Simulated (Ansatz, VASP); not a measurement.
# One calculation of SnSe, two programs

```
CELL_PARAMETERS angstrom
0.00000 2.96485 3.01000
3.01000 0.00000 3.01000
3.01000 2.96485 0.00000
ATOMIC_POSITIONS crystal
Sn 0.00000 0.00000 0.00000
Se 0.50000 0.50000 0.50000
```

Change from the starting cell: strain -0.0150 x Voigt [0, 1, 0, 0, 0, 0], atoms carried along.

Alike in both runs: task single point; functional r2SCAN; k mesh 10 × 10 × 10; occupations gaussian, width 0.05 eV; no spin polarisation.

|  | VASP | Ansatz |
| --- | --- | --- |
| version | VASP 6.6.1 | Ansatz 0.2.0 |
| potentials or method | VASP PAW PBE potentials, release 64 (Sn_d, Se), cutoff 520 eV | scalar-relativistic, plane waves, PAW |
| valence electrons in the cell | 20 | 30 |

```csv
,VASP,Ansatz,Ansatz less VASP
gap on the k mesh at the Fermi level (eV),0.48,0.48,0.000
least direct gap on the mesh (eV),0.53,0.53,0.000
pressure (GPa),0.8,0.8,0.00
"traceless stress, the component that is largest in VASP (GPa)",1.36,1.36,-0.003
```

VASP's potentials were made for PBE, not for r2SCAN. VASP's potentials hold 20 valence electrons a cell and Ansatz's 30, so a difference there can come from the potentials and not from the codes.
